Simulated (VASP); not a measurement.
# NaBe4 (P-3m1) in VASP: a series of runs

NaBe4 is run at these levels: PBE; tasks: single point, relaxation of cell and atoms.

Everything below comes from runs of VASP 6.6.1. Logs are shortened: lines on timing, memory, paths and dates and some standing lists are left out, and cuts for length are marked.

## Step 1: The cell of the first run

The structure is trigonal, space group P-3m1 (No. 164). Conventional cell: a = 2.515 Å, b = 2.515 Å, c = 8.086 Å, α = 90.00°, β = 90.00°, γ = 120.00°. Na (site symmetry -3m) has 6 Be at 1.81 Å within 2.4 Å. Be (site symmetry 3m) has 3 Na at 1.81 Å and 12 Be at 2.44 to 2.61 Å within 2.7 Å. Within 3.2 Å of Be (site symmetry 3m) lie 12 Be at 2.44 to 2.51 Å.

The cell was generated, and may not be a known phase.

## Step 2: Single point, PBE

The input, INCAR:

```
SYSTEM = NaBe4
ALGO = Normal ; EDIFF = 1E-7
ENCUT = 520 ; GGA = PE
ISIF = 2 ; ISMEAR = 0
LASPH = .True. ; LCHARG = .False.
LREAL = .False. ; LWAVE = .False.
NBANDS = 16 ; NELM = 80
PREC = Accurate ; SIGMA = 0.1
```

The input, KPOINTS:

```
k-points
0
Gamma
  6 6 2
  0 0 0
```

The input, POSCAR:

```
NaBe4
1.0
    2.5146605700      0.0000000000      0.0000000000
   -1.2573302800      2.1777599300      0.0000000000
    0.0000000000      0.0000000000      8.0858442400
Na Be
1 4
Direct
    0.0000000000      0.0000000000      0.0000000000
    0.3333333300      0.6666666700      0.8658552800
    0.3333333300      0.6666666700      0.3767953500
    0.6666666700      0.3333333300      0.1341447200
    0.6666666700      0.3333333300      0.6232046500
```

Potentials or basis: VASP PAW PBE potentials, release 64 (Na_pv, Be).

Command:

```console
> cat potpaw_PBE.64/Na_pv/POTCAR potpaw_PBE.64/Be/POTCAR > POTCAR
> mpirun -np 1 vasp_std > vasp.out
```

OUTCAR:

```text
SYSTEM = NaBe4
   EDIFF = 1E-7
   ENCUT = 520
   GGA = PE
   ISIF = 2
   ISMEAR = 0
   LASPH = .True.
   LREAL = .False.
   NELM = 80
   PREC = Accurate

 ion  position               nearest neighbor table
   1  0.000  0.000  0.000-   2 1.81   4 1.81   2 1.81   4 1.81   4 1.81   2 1.81
   2  0.333  0.667  0.866-   1 1.81   1 1.81   1 1.81
   3  0.333  0.667  0.377-
   4  0.667  0.333  0.134-   1 1.81   1 1.81   1 1.81
   5  0.667  0.333  0.623-

  LATTYP: Found a hexagonal cell.
 ALAT       =     2.5146605700
 C/A-ratio  =     3.2154813801

  Lattice vectors:

 A1 = (   2.5146605700,   0.0000000000,   0.0000000000)
 A2 = (  -1.2573302800,   2.1777599300,   0.0000000000)
 A3 = (   0.0000000000,   0.0000000000,   8.0858442400)

Analysis of symmetry for initial positions (statically):
=====================================================================
 Subroutine PRICEL returns:
 Original cell was already a primitive cell.

 Routine SETGRP: Setting up the symmetry group for a
 hexagonal supercell.

 Subroutine GETGRP returns: Found 12 space group operations
 (whereof 12 operations were pure point group operations)
 out of a pool of 24 trial point group operations.

The static configuration has the point symmetry D_3d.

Analysis of symmetry for dynamics (positions and initial velocities):
=====================================================================
 Subroutine PRICEL returns:
 Original cell was already a primitive cell.

 Routine SETGRP: Setting up the symmetry group for a
 hexagonal supercell.

 Subroutine GETGRP returns: Found 12 space group operations
 (whereof 12 operations were pure point group operations)
 out of a pool of 24 trial point group operations.

The dynamic configuration has the point symmetry D_3d.

 Subroutine INISYM returns: Found 12 space group operations
 (whereof 12 operations are pure point group operations),
 and found     1 'primitive' translations

----------------------------------------------------------------------------------------

                                     Primitive cell

  volume of cell :      44.2807

  direct lattice vectors                    reciprocal lattice vectors
     2.514660570  0.000000000  0.000000000     0.397667984  0.229593717  0.000000000
    -1.257330280  2.177759930  0.000000000     0.000000000  0.459187437  0.000000000
     0.000000000  0.000000000  8.085844240     0.000000000  0.000000000  0.123672924

  length of vectors
     2.514660570  2.514660563  8.085844240     0.459187435  0.459187437  0.123672924

  position of ions in fractional coordinates (direct lattice)
     0.000000000  0.000000000  0.000000000
     0.333333330  0.666666670  0.865855280
     0.333333330  0.666666670  0.376795350
     0.666666670  0.333333330  0.134144720
     0.666666670  0.333333330  0.623204650

  ion indices of the primitive-cell ions
   primitive index   ion index
                 1           1
                 2           2
                 3           3
                 4           4
                 5           5

----------------------------------------------------------------------------------------

 KPOINTS: k-points

Automatic generation of k-mesh.
 Grid dimensions read from file:
 generate k-points for:    6    6    2

 Generating k-lattice:

  Cartesian coordinates                     Fractional coordinates (reciprocal lattice)
     0.066277997  0.038265620  0.000000000     0.166666667  0.000000000  0.000000000
     0.000000000  0.076531239  0.000000000     0.000000000  0.166666667  0.000000000
     0.000000000  0.000000000  0.061836462     0.000000000  0.000000000  0.500000000

  Length of vectors
     0.076531239  0.076531239  0.061836462

  Shift w.r.t. Gamma in fractional coordinates (k-lattice)
     0.000000000  0.000000000  0.000000000

 Subroutine IBZKPT returns following result:
 ===========================================

 Found     14 irreducible k-points:

 Following reciprocal coordinates:
            Coordinates               Weight
  0.000000  0.000000  0.000000      1.000000
[... 40 lines left out ...]
 maximum number of plane-waves:      1207
 NGX is ok and might be reduce to    20
   NGX =  9   NGY =  9   NGZ = 31

 number of electron      14.9999990 magnetization

 Free energy of the ion-electron system (eV)
  ---------------------------------------------------
  ext. energy  EPLUGINS =         0.00000000
  ---------------------------------------------------
  free energy    TOTEN  =        -2.51062223 eV

  energy without entropy =       -2.50254735  energy(sigma->0) =       -2.50658479

 E-fermi :   7.2477     XC(G=0): -10.5323

 val. band max:        7.0796309025   @ k =   0.5000   0.0000   0.0000
 cond. band min:       7.2977992077   @ k =   0.3333   0.1667   0.5000
 fundamental gap:      0.2181683053
 Fermi energy:         7.2477236198

 k-point     1 :       0.0000    0.0000    0.0000
  band No.  band energies     occupation
      1     -21.0169      2.00000
      2     -20.3536      2.00000
      3     -20.3536      2.00000
      4      -3.1825      2.00000
      5      -1.2915      2.00000
      6      -1.0830      2.00000
[... 8 lines left out ...]
     15      20.1865      0.00000
     16      20.1865      0.00000

 k-point     2 :       0.1667    0.0000    0.0000
  band No.  band energies     occupation
      1     -20.9679      2.00000
      2     -20.6760      2.00000
      3     -20.4181      2.00000
      4      -2.4248      2.00000
      5      -0.6387      2.00000
      6      -0.3146      2.00000
[... 8 lines left out ...]
     15      16.6239      0.00000
     16      18.5120      0.00000

 k-point     3 :       0.3333    0.0000    0.0000
  band No.  band energies     occupation
      1     -21.2789      2.00000
      2     -20.8671      2.00000
      3     -20.5455      2.00000
      4      -0.3207      2.00000
      5       1.2415      2.00000
      6       1.7756      2.00000
[... 8 lines left out ...]
     15      15.1443      0.00000
     16      16.0659      0.00000
[... 172 lines left out ...]
 k-point    13 :       0.3333    0.1667    0.5000
  band No.  band energies     occupation
      1     -21.4083      2.00000
      2     -20.8173      2.00000
      3     -20.7757      2.00000
      4       1.8366      2.00000
      5       2.3457      2.00000
      6       4.3882      2.00000
[... 8 lines left out ...]
     15      13.5364      0.00000
     16      14.3575      0.00000

 k-point    14 :       0.3333    0.3333    0.5000
  band No.  band energies     occupation
      1     -21.1859      2.00000
      2     -21.1859      2.00000
      3     -20.7902      2.00000
      4       4.2155      2.00000
      5       4.2155      2.00000
      6       5.5764      2.00000
[... 8 lines left out ...]
     15      11.2221      0.00000
     16      14.6645      0.00000

------------------------ aborting loop because EDIFF is reached ----------------------------------------

  FORCE on cell =-STRESS in cart. coord.  units (eV):
  Direction    XX          YY          ZZ          XY          YZ          ZX
  --------------------------------------------------------------------------------------
  -------------------------------------------------------------------------------------
  Total       16.3991697     16.3991696     15.5455945      0.0000000     -0.0000000      0.0000000
  in kB      593.3592206    593.3592176    562.4749319      0.0000014     -0.0000000      0.0000000
  external PRESSURE =     583.0644567 kB  Pullay stress =       0.0000000 kB

 VOLUME and BASIS-vectors are now :
 -----------------------------------------------------------------------------
  energy-cutoff  :      520.00
  volume of cell :       44.28
      direct lattice vectors                 reciprocal lattice vectors
     2.514660570  0.000000000  0.000000000     0.397667984  0.229593717  0.000000000
    -1.257330280  2.177759930  0.000000000     0.000000000  0.459187437  0.000000000
     0.000000000  0.000000000  8.085844240     0.000000000  0.000000000  0.123672924

 POSITION                                       TOTAL-FORCE (eV/Angst)
 -----------------------------------------------------------------------------------
      0.00000      0.00000      0.00000         0.000000      0.000000     -0.000000
     -0.00000      1.45184      7.00117        -0.000000     -0.000000     -9.624403
     -0.00000      1.45184      3.04671        -0.000000     -0.000000     -0.238426
      1.25733      0.72592      1.08467         0.000000      0.000000      9.624403
      1.25733      0.72592      5.03914        -0.000000      0.000000      0.238426
 -----------------------------------------------------------------------------------
    total drift:                                0.000000      0.000000      0.000000

  FREE ENERGIE OF THE ION-ELECTRON SYSTEM (eV)
  ---------------------------------------------------
  free  energy   TOTEN  =        -2.5106222273 eV

  energy  without entropy=       -2.5025473452  energy(sigma->0) =       -2.50658479
```

Run time: 11 s. Hardware: 1 thread of Intel Xeon 6975P-C (Granite Rapids), shared host; peak memory 0.15 GiB.

Results:

```yaml
Free_energy: -2.5106 eV
Pressure: 58.3 GPa
Largest_force: 9.624 eV/Å
Band_gap_on_the_k_mesh: zero (an odd number of electrons rules out a gap without spin polarisation)
```

Forces on the atoms (eV/Å):
```
Na   0.000  0.000  0.000
Be   0.000  0.000 -9.624
Be   0.000  0.000 -0.238
Be   0.000  0.000  9.624
Be   0.000  0.000  0.238
```

Levels at points of the mesh, in eV from the Fermi level:
| k point | band 5 | band 6 | band 7 | band 8 | band 9 | band 10 |
| --- | --- | --- | --- | --- | --- | --- |
| (0.00, 0.00, 0.00) | -8.54 | -8.33 | -4.48 | -1.13 | 5.96 | 6.11 |
| (0.50, 0.00, 0.00) | -4.22 | -3.49 | -3.11 | -0.44 | -0.17 | 1.97 |
| (0.00, 0.00, 0.50) | -9.55 | -6.41 | -6.22 | 1.34 | 1.73 | 8.23 |
| (0.50, 0.00, 0.50) | -4.32 | -3.60 | -3.12 | 0.12 | 0.46 | 1.19 |

Caveat: the k points lie up to 0.48 Å⁻¹ apart, too coarse for converged energies and pressures of a metal; forces of over 1 eV/Å act on the atoms, so gaps and moduli don't describe the material at rest.

## Step 3: Single point, PBE

This run uses another cell than the first one, of 10.67 Å³/atom.

The input, INCAR:

```
SYSTEM = NaBe4
  PREC = Accurate
  ENCUT = 520
  EDIFF = 1E-6
  ISMEAR = 0
  SIGMA = 0.1
  LREAL = .False.
  LASPH = .True.
  NELM = 80
  ALGO = Normal
  ISIF = 2
  LWAVE = .False.
  LCHARG = .False.
  GGA = PE
  NBANDS = 16
```

The input, KPOINTS:

```
regular mesh
0
Gamma
  6 6 2
  0 0 0
```

The input, POSCAR:

```
NaBe4
1.0
    2.4560716960     -0.0000000028      0.0000000000
   -1.2280358456      2.1270204837      0.0000000000
    0.0000000000      0.0000000000     10.2104721335
Na Be
1 4
Direct
    0.0000000000      0.0000000000      0.0000000000
    0.3333333333      0.6666666667      0.7500192424
    0.3333333333      0.6666666667      0.4163052870
    0.6666666667      0.3333333333      0.2499807576
    0.6666666667      0.3333333333      0.5836947130
```

Potentials or basis: VASP PAW PBE potentials, release 64 (Na_pv, Be).

Command:

```console
> cat potpaw_PBE.64/Na_pv/POTCAR potpaw_PBE.64/Be/POTCAR > POTCAR
> mpirun -np 1 vasp_std > vasp.out
```

Wall time 16 s (1 thread of Intel Xeon 6975P-C (Granite Rapids), shared host); peak memory 0.15 GiB.

Results (log left out):

| Quantity | Value |
| --- | --- |
| Free energy | -14.1276 eV |
| Pressure | 0.2 GPa |
| Largest force | 0.008 eV/Å |
| Band gap on the k mesh | zero (an odd number of electrons rules out a gap without spin polarisation) |

Forces on the atoms (eV/Å):
```
Na   0.000  0.000  0.000
Be   0.000  0.000 -0.008
Be   0.000  0.000 -0.002
Be   0.000  0.000  0.008
Be   0.000  0.000  0.002
```

Levels at points of the mesh, in eV from the Fermi level:
```
           k point  band 6  band 7  band 8  band 9  band 10  band 11
(0.00, 0.00, 0.00)   -6.76   -3.96   -3.77    1.67     4.59    10.93
(0.50, 0.00, 0.00)   -2.52   -2.24    1.22    1.37     3.05     3.23
(0.00, 0.00, 0.50)   -6.24   -5.30   -2.44    0.63     7.12     7.16
(0.50, 0.00, 0.50)   -2.54   -2.21    1.33    1.49     2.49     3.20
```

Caveat: the k points lie up to 0.49 Å⁻¹ apart, too coarse for converged energies and pressures of a metal.

## Step 4: Relaxation of cell and atoms, PBE

The input, INCAR:

```
SYSTEM = NaBe4
PREC = Accurate ; ENCUT = 600
EDIFF = 1E-7 ; ISMEAR = 0
SIGMA = 0.1 ; LREAL = .FALSE.
LASPH = .TRUE. ; NELM = 100
ALGO = Fast ; ISIF = 3
LWAVE = .FALSE. ; LCHARG = .FALSE.
GGA = PE ; IBRION = 2
NSW = 90 ; EDIFFG = -0.04
```

The input, KPOINTS:

```
Automatic mesh
0
G
  6 6 2
  0 0 0
```

The input, POSCAR:

```
NaBe4
1.0
    2.5146605700      0.0000000000      0.0000000000
   -1.2573302800      2.1777599300      0.0000000000
    0.0000000000      0.0000000000      8.0858442400
Na Be
1 4
Direct
    0.0000000000      0.0000000000      0.0000000000
    0.3333333300      0.6666666700      0.8658552800
    0.3333333300      0.6666666700      0.3767953500
    0.6666666700      0.3333333300      0.1341447200
    0.6666666700      0.3333333300      0.6232046500
```

Command:

```console
> cat potpaw_PBE.64/Na_pv/POTCAR potpaw_PBE.64/Be/POTCAR > POTCAR
> mpirun -np 1 vasp_std > vasp.out
```

It took 2.7 min on 1 thread of Intel Xeon 6975P-C (Granite Rapids), shared host; peak memory 0.16 GiB.

It converged, with:

* Free energy: -14.1248 eV
* Relaxed volume: 10.74 Å³/atom
* Relaxed cell: a = 2.465 Å, b = 2.465 Å, c = 10.199 Å, α = 90.00°, β = 90.00°, γ = 120.00°
* Space group after relaxing (to 0.1 Å): P-3m1 (No. 164)
* Energy gained by relaxing: 2322.7 meV/atom
* Ionic steps: 21
* Pressure after relaxing: -0.1 GPa
* Largest force after relaxing: 0.007 eV/Å
* Band gap on the k mesh: zero (an odd number of electrons rules out a gap without spin polarisation)

Forces in eV/Å, atoms in the order of the input:
```
Na   0.000  0.000  0.000
Be   0.000  0.000  0.005
Be   0.000  0.000 -0.007
Be   0.000  0.000 -0.005
Be   0.000  0.000  0.007
```

Stress tensor (GPa, compression positive):
```
-0.43  0.00  0.00
 0.00 -0.43  0.00
 0.00  0.00  0.44
```

Step by step:
| step | energy change (eV) | largest force (eV/Å) | pressure (GPa) | volume (Å³) |
| --- | --- | --- | --- | --- |
| 1 | 0.0000 | 9.6240 | 58.32 | 44.28 |
| 2 | -8.1159 | 2.8055 | -5.15 | 68.32 |
| 3 | -8.3154 | 2.1968 | -7.98 | 73.31 |
| 4 | -8.3350 | 2.0731 | -8.48 | 74.54 |
| 5 | -9.4055 | 1.1543 | -7.04 | 68.14 |
| 6 | -10.2973 | 2.9263 | 4.53 | 56.36 |
| 7 | -10.3294 | 2.2643 | 0.06 | 59.15 |
| 8 | -11.0702 | 1.6725 | -0.05 | 55.66 |
| 9 | -11.1477 | 1.4283 | 0.77 | 54.38 |
| 10 | -11.1501 | 1.3900 | 1.00 | 54.09 |
| 11 | -11.3927 | 0.9367 | -1.53 | 54.37 |
| 12 | -11.5096 | 0.6485 | -3.22 | 54.86 |
| 13 | -11.5265 | 0.4521 | -3.13 | 54.72 |
| 14 | -11.5273 | 0.4835 | -3.16 | 54.74 |
| 15 | -11.5723 | 0.4254 | 0.18 | 52.53 |
| 16 | -11.5724 | 0.4218 | 0.41 | 52.39 |
| 17 | -11.5952 | 0.2252 | 0.77 | 52.31 |
| 18 | -11.6013 | 0.1061 | 1.16 | 52.24 |
| 19 | -11.6097 | 0.0611 | 0.10 | 53.13 |
| 20 | -11.6116 | 0.0557 | -0.64 | 53.83 |
| 21 | -11.6134 | 0.0072 | -0.14 | 53.68 |

Final structure:
```
CELL_PARAMETERS angstrom
2.46524 0.00000 0.00000
-1.23262 2.13496 0.00000
0.00000 0.00000 10.19852
ATOMIC_POSITIONS crystal
Na 0.00000 0.00000 0.00000
Be 0.33333 0.66667 0.74947
Be 0.33333 0.66667 0.41650
Be 0.66667 0.33333 0.25053
Be 0.66667 0.33333 0.58350
```

Levels at points of the mesh, in eV from the Fermi level:
| k point | band 6 | band 7 | band 8 | band 9 | band 10 | band 11 |
| --- | --- | --- | --- | --- | --- | --- |
| (0.00, 0.00, 0.00) | -6.76 | -3.95 | -3.76 | 1.67 | 4.63 | 10.97 |
| (0.50, 0.00, 0.00) | -2.57 | -2.27 | 1.15 | 1.31 | 3.00 | 3.19 |
| (0.00, 0.00, 0.50) | -6.23 | -5.30 | -2.42 | 0.62 | 7.14 | 7.22 |
| (0.50, 0.00, 0.50) | -2.59 | -2.25 | 1.27 | 1.43 | 2.44 | 3.16 |

Caveat: the k points lie up to 0.49 Å⁻¹ apart in the final cell, too coarse for converged energies and pressures of a metal; the volume moved by over 15 % at a fixed basis, so the end points are rough.

## Step 5: Single point, PBE

This run uses another cell than the first one, of 10.55 Å³/atom.

The input, INCAR:

```
PREC = Accurate
ENCUT = 520
EDIFF = 1E-6
ISMEAR = 0
SIGMA = 0.1
LREAL = F
LASPH = T
NELM = 80
ALGO = Normal
ISIF = 2
LWAVE = F
LCHARG = F
GGA = PE
NBANDS = 16
```

The input, KPOINTS:

```
Automatic mesh
0
Gamma
  12 12 2
```

The input, POSCAR:

```
NaBe4
1.0
    2.4207979015      0.0000000000      0.0000000000
   -1.2103989508      2.0964724802      0.0000000000
    0.0000000000      0.0000000000     10.3939398720
Na Be
1 4
Direct
    0.0000000000      0.0000000000      0.0000000000
    0.3333333333      0.6666666667      0.7552818289
    0.3333333333      0.6666666667      0.4147458352
    0.6666666667      0.3333333333      0.2447181711
    0.6666666667      0.3333333333      0.5852541648
```

Command:

```console
> cat potpaw_PBE.64/Na_pv/POTCAR potpaw_PBE.64/Be/POTCAR > POTCAR
> mpirun -np 1 vasp_std > vasp.out
```

Wall time 29 s (1 thread of Intel Xeon 6975P-C (Granite Rapids), shared host); peak memory 0.16 GiB.

It converged, with:

* Free energy: -14.1679 eV
* Pressure: -0.1 GPa
* Largest force: 0.038 eV/Å
* Band gap on the k mesh: zero (an odd number of electrons rules out a gap without spin polarisation)

Forces on the atoms (eV/Å):
```
Na   0.000  0.000  0.000
Be   0.000  0.000 -0.038
Be   0.000  0.000  0.012
Be   0.000  0.000  0.038
Be   0.000  0.000 -0.012
```

Levels at points of the mesh, in eV from the Fermi level:
```csv
k point,band 6,band 7,band 8,band 9,band 10,band 11
"(0.00, 0.00, 0.00)",-7.43,-4.68,-4.56,0.97,3.40,9.75
"(0.50, 0.00, 0.00)",-2.95,-2.74,0.88,0.95,2.52,2.60
"(0.00, 0.00, 0.50)",-6.98,-5.94,-3.30,-0.08,5.75,6.17
"(0.50, 0.00, 0.50)",-2.97,-2.71,0.96,1.10,1.96,2.58
```

## Step 6: Overview

| task | cell | k mesh | cutoff (eV) | gap on the mesh (eV) | pressure (GPa) | largest force (eV/Å) |
| --- | --- | --- | --- | --- | --- | --- |
| single point | a = 2.515, b = 2.515, c = 8.086 Å, angles 90.0, 90.0, 120.0°, 5 atoms, atomic positions A | 6 × 6 × 2 | 520 | none | 58.3 | 9.62 |
| single point | a = 2.456, b = 2.456, c = 10.210 Å, angles 90.0, 90.0, 120.0°, 5 atoms, atomic positions B | 6 × 6 × 2 | 520 | none | 0.2 | 0.01 |
| relaxation of cell and atoms | relaxed from a = 2.515, b = 2.515, c = 8.086 Å, angles 90.0, 90.0, 120.0°, 5 atoms, atomic positions A | 6 × 6 × 2 | 600 | none | -0.1 | 0.01 |
| single point | a = 2.421, b = 2.421, c = 10.394 Å, angles 90.0, 90.0, 120.0°, 5 atoms, atomic positions C | 12 × 12 × 2 | 520 | none | -0.1 | 0.04 |

Alike in all rows: level PBE; potentials or basis VASP PAW PBE potentials, release 64 (Na_pv, Be); no spin polarisation; smearing gaussian 0.1 eV.

Caveats: some runs use coarse meshes; forces of over 1 eV/Å act on the atoms, so gaps and moduli don't describe the material at rest (at least some runs); the volume moved by over 15 % at a fixed basis, so the end points are rough (at least some runs).

Absolute energies hang on the potentials; compare differences alone.

The gap in the log of VASP goes by the Fermi energy; the results here count the filled bands.